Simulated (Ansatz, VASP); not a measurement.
**Two plane-wave programs on Bi**

The input INCAR:

```
SYSTEM = Bi
  PREC = Accurate
  ENCUT = 520
  EDIFF = 1E-6
  ISMEAR = -1
  SIGMA = 0.08
  LREAL = .FALSE.
  LASPH = .TRUE.
  NELM = 80
  ALGO = Normal
  ISIF = 2
  LWAVE = .FALSE.
  LCHARG = .FALSE.
  GGA = PE
  NBANDS = 38
```

Contents of KPOINTS:

```
regular mesh
0
G
  10 6 6
  0 0 0
```

The input POSCAR:

```
Bi
1.0
   -1.7696662591      3.0651518732      0.0000000000
    0.0000000000      0.0000000000      5.8434446936
    5.3089987773      3.0651518731      0.0000000000
Bi
4
Direct
    0.5000000000      0.2500000000      0.1666666670
    0.0000000000      0.2500000000      0.6666666670
    0.0000000000      0.7500000000      0.3333333330
    0.5000000000      0.7500000000      0.8333333330
```

Input for Ansatz:

```yaml
crystal:
  lattice:
    - [-1.7696662591, 3.0651518732, 0.0]
    - [0.0, 0.0, 5.8434446936]
    - [5.3089987773, 3.0651518731, 0.0]
  atoms:
    - { symbol: Bi, position: [0.5, 0.25, 0.166666667] }
    - { symbol: Bi, position: [0.0, 0.25, 0.666666667] }
    - { symbol: Bi, position: [0.0, 0.75, 0.333333333] }
    - { symbol: Bi, position: [0.5, 0.75, 0.833333333] }
kpoints:
  mp_grid: { grid: [10, 6, 6] }
scf:
  occupations: { method: fermi_dirac, width: 0.08 }
hamiltonian:
  xc: pbe
  pseudopotentials: { kind: paw }
output:
  forces: true
  stress: true
  eigenvalues: true
```

Alike in both runs: task single point; functional PBE; k mesh 10 × 6 × 6; occupations fermi-dirac, width 0.08 eV; no spin polarisation.

```csv
,VASP,Ansatz
version,VASP 6.6.1,Ansatz 0.2.0
potentials or method,"VASP PAW PBE potentials, release 64 (Bi_d)","PAW with Ansatz's default frozen-core files, scalar-relativistic"
plane-wave cutoff (eV),520,420
valence electrons in the cell,60,60
```

VASP gave:

| Quantity | Value |
| --- | --- |
| pressure (GPa) | -0.2 |
| traceless stress, the component that is largest in VASP (GPa) | -0.40 |
| rms of the force components (eV/Å) | 0.015 |

Q: Which values does Ansatz return?

A: Pressure (GPa): -0.2; traceless stress, the component that is largest in VASP (GPa): -0.40; rms of the force components (eV/Å): 0.014.

Atom by atom the forces differ by 0.000 eV/Å (rms over components). The functional is the same, so the differences come from potentials, cutoffs and numerics.

Neither program's run includes spin-orbit coupling.
